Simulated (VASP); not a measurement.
A run of VASP 6.6.1:

INCAR

```
ALGO     = Normal         # electronic algorithm
EDIFF    = 1E-6           # SCF threshold, eV
ENCUT    = 520            # plane-wave cutoff, eV
GGA      = PS             # functional
ISIF     = 2              # what is computed and relaxed
ISMEAR   = 0              # smearing method
LASPH    = T              # aspherical terms in the spheres
LCHARG   = T              # write CHGCAR
LELF     = T              # ELF
LREAL    = F              # projectors in reciprocal space
LVHAR    = T            
LWAVE    = F              # write WAVECAR
NBANDS   = 35             # bands
NELM     = 80             # most SCF steps
PREC     = Accurate       # precision mode
SIGMA    = 0.02           # smearing width, eV
```

The input KPOINTS:

```
k-points
0
Gamma
  6 6 8
```

Contents of POSCAR:

```
SnO2
1.0
    4.8399667118      0.0000000000      0.0000000000
    0.0000000000      4.8399667118      0.0000000000
    0.0000000000      0.0000000000      3.1834842809
Sn O
2 4
Direct
    0.5000000000      0.5000000000      0.5000000000
    0.0000000000      0.0000000000      0.0000000000
    0.1937455547      0.8062544453      0.5000000000
    0.8062544453      0.1937455547      0.5000000000
    0.3062544453      0.3062544453      0.0000000000
    0.6937455547      0.6937455547      0.0000000000
```

Potentials or basis: VASP PAW PBE potentials, release 64 (Sn_d, O).

Command:

```sh
$ cat potpaw_PBE.64/Sn_d/POTCAR potpaw_PBE.64/O/POTCAR > POTCAR
$ mpirun -np 1 vasp_std > vasp.out
```

Hardware: 1 thread of AMD EPYC 9R45 96-Core Processor (Zen 5) (shared host).

Q: How long does it take, and how much memory?

A: It took 64 s on 1 thread of AMD EPYC 9R45 96-Core Processor (Zen 5), with other jobs on the host, peak memory 0.21 GiB. Counts: scf iterations 12, k points 50.
